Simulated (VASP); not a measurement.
AlN: single point with PBEsol

The system is AlN.

```
Al N
1.0
    -3.11356    0.00000    0.00000
    -1.55678   -2.69642    0.00000
    -0.51893   -0.89881    9.96670
Al N
4 4
Direct
  0.33333 0.03183 0.90451
  0.33333 0.19850 0.40451
  0.66667 0.61516 0.15451
  0.66667 0.44850 0.65451
  0.33333 0.30150 0.09549
  0.33333 0.13484 0.59549
  0.66667 0.55150 0.34549
  0.66667 0.38484 0.84549
```

```
Program             : VASP 6.6.1
Task                : single point
Functional          : PBEsol
Potentials or basis : VASP PAW PBE potentials, release 64 (Al, N)
Cutoff              : 520 eV
k mesh              : 8 × 8 × 3
Occupations         : gaussian, width 0.05 eV
Spin                : no spin polarisation
```

```yaml
Pressure: -1.1 GPa
Largest_force: 1.350 eV/Å
Band_gap_on_the_k_mesh: 3.30 eV, direct
```

Forces in eV/Å, atoms in the order of the input:
```
Al  -0.207 -1.143  0.099
Al   0.008  0.014 -0.080
Al  -0.229  0.356  0.934
Al  -0.073 -0.010 -0.115
N    1.011  0.733 -0.512
N   -0.019  0.010  0.033
N    0.061  0.007  0.065
N   -0.551  0.031 -0.424
```

Stress tensor (GPa, compression positive):
```
-0.81 -2.63  4.33
-2.63 -5.97  4.42
 4.33  4.42  3.45
```

Levels at points of the mesh, in eV from the valence-band top:
| k point | band 14 | band 15 | band 16 | band 17 | band 18 | band 19 |
| --- | --- | --- | --- | --- | --- | --- |
| (0.00, 0.00, 0.00) | -0.68 | -0.59 | 0.00 | 3.30 | 5.44 | 5.95 |
| (0.50, 0.00, 0.00) | -1.62 | -1.38 | -1.01 | 3.77 | 4.75 | 5.16 |
| (0.00, 0.50, 0.00) | -1.78 | -1.28 | -0.71 | 3.67 | 4.99 | 5.17 |
| (0.50, 0.50, 0.00) | -1.72 | -1.16 | -0.72 | 3.73 | 4.61 | 5.27 |

Run time: 2.1 min on 1 thread of Intel(R) Xeon(R) Platinum 8559C (Emerald Rapids), with other jobs on the host, peak memory 0.29 GiB.

Caveat: the PAW data sets were made with another functional, which shifts forces and pressure a little. A k mesh can miss the band edges.
